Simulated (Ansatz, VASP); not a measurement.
## Zr4Ag in VASP and in Ansatz

```xyz
5
Lattice="5.8607 0.0000 0.0000 -2.9304 5.0755 0.0000 0.0000 0.0000 5.1911" Properties=species:S:1:pos:R:3 pbc="T T T"
Zr    2.9274    0.0000    2.5955
Zr   -1.4637    2.5352    2.5955
Zr    1.4667    2.5403    2.5955
Zr    0.0000    0.0000    2.5955
Ag    0.0000    0.0000    0.0000
```

Alike in both runs: functional PBE; k mesh 4 × 4 × 3; occupations gaussian, width 0.2 eV; no spin polarisation.

Ansatz relaxed the structure, and its values are those at the end. VASP's run is a single point on that final structure, the one shown.

|  | VASP | Ansatz |
| --- | --- | --- |
| version | VASP 6.6.1 | Ansatz 0.2.0 |
| potentials or method | VASP PAW PBE potentials, release 64 (Zr_sv, Ag), cutoff 520 eV | scalar-relativistic, plane waves, PAW |
| valence electrons in the cell | 59 | 67 |

|  | VASP | Ansatz | Ansatz less VASP |
| --- | --- | --- | --- |
| gap on the k mesh at the Fermi level (eV) | none | none | - |
| pressure (GPa) | 0.0 | 0.0 | -0.05 |
| rms of the force components (eV/Å) | 0.008 | 0.008 | -0.0001 |

A gap of «none» marks a metal or a gap that the smearing closes. VASP's potentials hold 59 valence electrons a cell and Ansatz's 67, so a difference there can come from the potentials and not from the codes.

The k mesh is coarse, so the values compare programs but aren't converged.
